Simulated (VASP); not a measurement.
Wanted: the native input for a VASP 6.6.1 run.

* Task: single point
* Functional: B3LYP
* Potentials or basis: VASP PAW PBE potentials, release 64 (Na_pv, V_sv)
* Cutoff: 400 eV
* k mesh: 4 × 4 × 4
* Occupations: fermi-dirac, width 0.1 eV
* Spin: no spin polarisation
* Dipole correction: no
* Grid for exact exchange (PRECFOCK): Normal
* Further INCAR settings: ALGO = Normal; EDIFF = 1e-06; NBANDS = 31
* Share of exact exchange: 0.2

NaV3:

```
CELL_PARAMETERS angstrom
4.85463 0.00000 0.00000
0.00000 4.85463 0.00000
0.00000 0.00000 4.85463
ATOMIC_POSITIONS crystal
Na 0.00000 0.00000 0.00000
V 0.50000 0.00000 0.50000
V 0.00000 0.50000 0.50000
V 0.50000 0.50000 0.00000
```

One way to write it, as run:

POSCAR

```
NaV3
1.0
    4.8546310000      0.0000000000      0.0000000000
    0.0000000000      4.8546310000      0.0000000000
    0.0000000000      0.0000000000      4.8546310000
Na V
1 3
Direct
    0.0000000000      0.0000000000      0.0000000000
    0.5000000000      0.0000000000      0.5000000000
    0.0000000000      0.5000000000      0.5000000000
    0.5000000000      0.5000000000      0.0000000000
```

INCAR.step1

```
ALGO = Normal
EDIFF = 1E-5
ENCUT = 400
GGA = PE
GGA_COMPAT = F
ISIF = 2
ISMEAR = -1
LASPH = T
LCHARG = F
LREAL = F
LWAVE = T
NBANDS = 31
NELM = 120
PREC = Accurate
SIGMA = 0.1
```

INCAR.step2

```
AEXX = 0.2
AGGAC = 0.81
AGGAX = 0.72
ALDAC = 0.19
ALGO = Normal
EDIFF = 1E-6
ENCUT = 400
GGA = B3
GGA_COMPAT = F
ISIF = 2
ISMEAR = -1
ISTART = 1
LASPH = T
LCHARG = F
LHFCALC = T
LREAL = F
LWAVE = F
NBANDS = 31
NELM = 120
PREC = Accurate
PRECFOCK = Normal
SIGMA = 0.1
```

KPOINTS

```
k-points
0
Gamma
  4 4 4
```

Potentials or basis: VASP PAW PBE potentials, release 64 (Na_pv, V_sv).

Run with:

```bash
$ cat potpaw_PBE.64/Na_pv/POTCAR potpaw_PBE.64/V_sv/POTCAR > POTCAR
$ cp INCAR.step1 INCAR
$ mpirun -np 1 vasp_std > vasp.out
$ cp INCAR.step2 INCAR
$ mpirun -np 1 vasp_std > vasp.out
```

Results of the run:

```
Pressure               : -17.4 GPa
Band gap on the k mesh : zero (bands 23 and 24 overlap by 1.98 eV)
```

Caveat: the cell stands under tension; the PAW data sets were made with another functional, which shifts forces and pressure a little.

Wall time 71 min on 1 thread of Intel(R) Xeon(R) Platinum 8259CL CPU @ 2.50GHz (Skylake/Cascade Lake), on a shared host, peak memory 0.21 GiB.
